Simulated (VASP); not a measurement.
Crystal: B.

```
B
1.0
     1.31467    0.75903    2.43790
    -1.31467    0.75903    2.43790
     0.00000   -1.51805    2.43790
B
2
Direct
  0.22754 0.22754 0.22754
  0.77246 0.77246 0.77246
```

| Item | Value |
| --- | --- |
| Program | VASP 6.6.1 |
| Task | relaxation of cell and atoms |
| Functional | PBEsol |
| Potentials or basis | VASP PAW PBE potentials, release 64 (B) |
| Cutoff | 600 eV |
| k mesh | 9 × 9 × 9 |
| Occupations | gaussian, width 0.1 eV |
| Spin | no spin polarisation |

At the start: pressure -6.7 GPa; volume 7.30 Å³/atom.

**Question.** How do energy, volume and symmetry change on relaxing?

**Answer.** Over 8 steps the energy falls by 189.4 meV/atom and the volume is 6.63 Å³/atom (-9.1 %); space group R-3m (No. 166, to 0.05 Å).

The path:
```csv
step,energy change (eV),largest force (eV/Å),pressure (GPa),volume (Å³)
1,0.0000,1.5708,-6.69,14.60
2,-0.2735,0.8624,-7.59,13.95
3,-0.3746,0.0406,-0.16,13.28
4,-0.3753,0.0806,-0.81,13.32
5,-0.3753,0.1114,-1.23,13.34
6,-0.3781,0.0801,0.65,13.23
7,-0.3781,0.0804,0.64,13.23
8,-0.3787,0.0247,-0.12,13.27
```

Final structure:
```xyz
2
Lattice="1.3168 0.7602 2.2090 -1.3168 0.7602 2.2090 0.0000 -1.5205 2.2090" Properties=species:S:1:pos:R:3 pbc="T T T"
B     0.0000    0.0000    1.6542
B     0.0000    0.0000    4.9728
```

Caveat: the PAW data sets were made with another functional, which shifts forces and pressure a little.
